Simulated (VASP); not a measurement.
Input of a VASP 6.6.1 run:

File INCAR:

```
SYSTEM = Sr
  ALGO = Fast
  EDIFF = 1E-6
  ENCUT = 520
  GGA = PS
  ISIF = 2
  ISMEAR = 0
  LASPH = .True.
  LCHARG = .True.
  LELF = .True.
  LREAL = .False.
  LVHAR = .True.
  LWAVE = .False.
  NBANDS = 17
  NELM = 80
  PREC = Accurate
  SIGMA = 0.1
```

KPOINTS

```
k-points
0
Gamma
  12 12 8
  0 0 0
```

File POSCAR:

```
Sr
1.0
    4.3203734518      0.0000000000      0.0000000000
   -2.1601867259      3.7415531631      0.0000000000
    0.0000000000      0.0000000000      7.0848810214
Sr
2
Direct
    0.3333333333      0.6666666667      0.2500000000
    0.6666666667      0.3333333333      0.7500000000
```

Potentials or basis: VASP PAW PBE potentials, release 64 (Sr_sv).

The run is started by

```console
$ cat potpaw_PBE.64/Sr_sv/POTCAR > POTCAR
$ mpirun -np 1 vasp_std > vasp.out
```

Estimate the pressure.

-0.9 GPa.

Estimate the band gap on the k mesh.

zero (bands 10 and 11 overlap by 0.30 eV).

Caveat: the cell differs from its parent crystal (equal strain along all axes, cell held: +3.0 %); the PAW data sets were made with another functional, which shifts forces and pressure a little.
